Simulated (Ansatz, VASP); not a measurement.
LiTlTe2: VASP beside Ansatz

INCAR

```
SYSTEM = LiTlTe2
ALGO = Normal
EDIFF = 1E-7
ENCUT = 520
GGA = PE
ISIF = 2
ISMEAR = 0
LASPH = .TRUE.
LCHARG = .FALSE.
LREAL = .FALSE.
LWAVE = .FALSE.
NBANDS = 22
NELM = 80
PREC = Accurate
SIGMA = 0.01
```

File KPOINTS:

```
k-points
0
G
  4 4 4
  0 0 0
```

Contents of POSCAR:

```
LiTlTe2
1.0
    4.5980007822      0.0000000000      0.0000000000
    0.0000000000      4.5980007822      0.0000000000
    0.0000000000      0.0000000000      6.4734597936
Li Te Tl
1 2 1
Direct
    0.0000000000      0.0000000000      0.0000000000
    0.0000000000      0.5000000000      0.2309160927
    0.5000000000      0.0000000000      0.7690839073
    0.5000000000      0.5000000000      0.5000000000
```

Input for Ansatz:

```yaml
crystal:
  lattice:
    - [4.5980007822, 0.0, 0.0]
    - [0.0, 4.5980007822, 0.0]
    - [0.0, 0.0, 6.4734597936]
  atoms:
    - { symbol: Li, position: [0.0, 0.0, 0.0] }
    - { symbol: Te, position: [0.0, 0.5, 0.2309160927] }
    - { symbol: Tl, position: [0.5, 0.5, 0.5] }
    - { symbol: Te, position: [0.5, 0.0, 0.7690839073] }
kpoints:
  mp_grid: { grid: [4, 4, 4] }
hamiltonian:
  xc: pbe
scf:
  occupations: { method: fixed }
output:
  optics:
    e_range: [0, 12]
    de: 0.05
    sigma: 0.1
    bands: { spectra_wanted_up_to: 12 }
    scissors: 0.59
```

Alike in both runs: task single point; functional PBE; k mesh 4 × 4 × 4; no spin polarisation.

|  | VASP | Ansatz |
| --- | --- | --- |
| version | VASP 6.6.1 | Ansatz 0.2.0 |
| potentials or method | VASP PAW PBE potentials, release 64 (Li_sv, Te, Tl_d) | plane waves, PAW |
| plane-wave cutoff (eV) | 520 | 420 |
| occupations | gaussian, width 0.01 eV | fixed |
| valence electrons in the cell | 28 | 48 |

Ansatz gave:

```
gap on the k mesh at the Fermi level (eV) : 0.16
```

What did VASP give for the same quantities?

gap on the k mesh at the Fermi level (eV): 0.15.

VASP's potentials hold 28 valence electrons a cell and Ansatz's 48, so a difference there can come from the potentials and not from the codes.

Neither program's run includes spin-orbit coupling. Noted on VASP's run: the cutoff is under 1.25 times that of the potentials, so the pressure is a little rough.
